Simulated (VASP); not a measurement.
Input of a VASP 6.6.1 run:

File INCAR:

```
ALGO = Normal
EDIFF = 1E-7
EDIFFG = -0.01
ENCUT = 600
GGA = PE
IBRION = 2
ISIF = 3
ISMEAR = 0
LASPH = T
LCHARG = F
LREAL = F
LWAVE = F
NELM = 60
NSW = 80
PREC = Accurate
PSTRESS = 600.0
SIGMA = 0.05
```

Contents of KPOINTS:

```
k-points
0
Gamma
  14 14 14
```

The input POSCAR:

```
Sc
1.0
    3.0200000000      0.0000000000      0.0000000000
    0.0000000000      3.0200000000      0.0000000000
    0.0000000000      0.0000000000      3.0200000000
Sc
1
Direct
    0.0000000000      0.0000000000      0.0000000000
```

Potentials or basis: VASP PAW PBE potentials, release 64 (Sc_sv).

Command:

```bash
$ cat potpaw_PBE.64/Sc_sv/POTCAR > POTCAR
$ mpirun -np 1 vasp_std > vasp.out
```

Estimate the relaxed volume.

13.87 Å³/atom.

What does it give for the relaxed cell?

a = 2.403 Å, b = 2.403 Å, c = 2.403 Å, α = 90.00°, β = 90.00°, γ = 90.00°.

Estimate the space group after relaxing (to 0.1 Å).

Pm-3m (No. 221).

The path:
| step | energy change (eV) | largest force (eV/Å) | pressure (GPa) | volume (Å³) |
| --- | --- | --- | --- | --- |
| 1 | 0.0000 | 0.0000 | -1.82 | 27.54 |
| 2 | 52.5570 | 0.0000 | 5748.18 | 3.19 |
| 3 | 0.0095 | 0.0000 | 3.26 | 24.06 |
| 4 | 0.0990 | 0.0000 | 9.18 | 21.67 |
| 5 | 1.4628 | 0.0000 | 61.16 | 13.80 |
| 6 | 1.3826 | 0.0000 | 57.89 | 14.01 |
| 7 | 1.3847 | 0.0000 | 57.98 | 14.01 |
| 8 | 1.3909 | 0.0000 | 58.23 | 13.99 |
| 9 | 1.3910 | 0.0000 | 58.23 | 13.99 |
| 10 | 1.3912 | 0.0000 | 58.24 | 13.99 |
| 11 | 1.3916 | 0.0000 | 58.26 | 13.99 |
| 12 | 1.3924 | 0.0000 | 58.29 | 13.99 |
| 13 | 1.3941 | 0.0000 | 58.36 | 13.98 |
| 14 | 1.3974 | 0.0000 | 58.50 | 13.97 |
| 15 | 1.4040 | 0.0000 | 58.76 | 13.96 |
| 16 | 1.4173 | 0.0000 | 59.30 | 13.92 |
| 17 | 1.4442 | 0.0000 | 60.40 | 13.85 |
| 18 | 1.4344 | 0.0000 | 60.01 | 13.87 |

Caveat: the cell is relaxed towards a set pressure, so the run minimises the enthalpy, not the energy; the volume moved by over 15 % at a fixed basis, so the end points are rough.
